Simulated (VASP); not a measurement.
Here is a VASP 6.6.1 calculation.

File INCAR:

```
  PREC = Accurate
  ENCUT = 600
  EDIFF = 1E-6
  ISMEAR = -1
  SIGMA = 0.05
  LREAL = False
  LASPH = True
  NELM = 120
  ALGO = Normal
  ISIF = 2
  LWAVE = False
  LCHARG = False
  GGA = CA
  NBANDS = 30
  GGA_COMPAT = False
```

KPOINTS

```
regular mesh
0
Gamma
  9 9 9
```

File POSCAR:

```
Ta3Cu
1.0
   -1.9655463842      1.9655463842      4.1222648751
    1.9655463842     -1.9655463842      4.1222648751
    1.9655463842      1.9655463842     -4.1222648751
Ta Cu
3 1
Direct
    0.5000000000      0.5000000000      0.0000000000
    0.2500000000      0.7500000000      0.5000000000
    0.7500000000      0.2500000000      0.5000000000
    0.0000000000      0.0000000000      0.0000000000
```

Potentials or basis: VASP PAW LDA potentials, release 64 (Ta_pv, Cu).

The run is started by

```sh
$ cat potpaw_LDA.64/Ta_pv/POTCAR potpaw_LDA.64/Cu/POTCAR > POTCAR
$ mpirun -np 1 vasp_std > vasp.out
```

Q: Predict the pressure.

A: 1.1 GPa.

Q: Estimate the band gap on the k mesh.

A: Zero (bands 22 and 23 overlap by 1.50 eV).

Stress tensor (GPa, compression positive):
```
1.61 0.00 0.00
0.00 1.61 0.00
0.00 0.00 0.15
```

Caveat: spin-orbit coupling is left out, which moves the levels of the heavy elements.
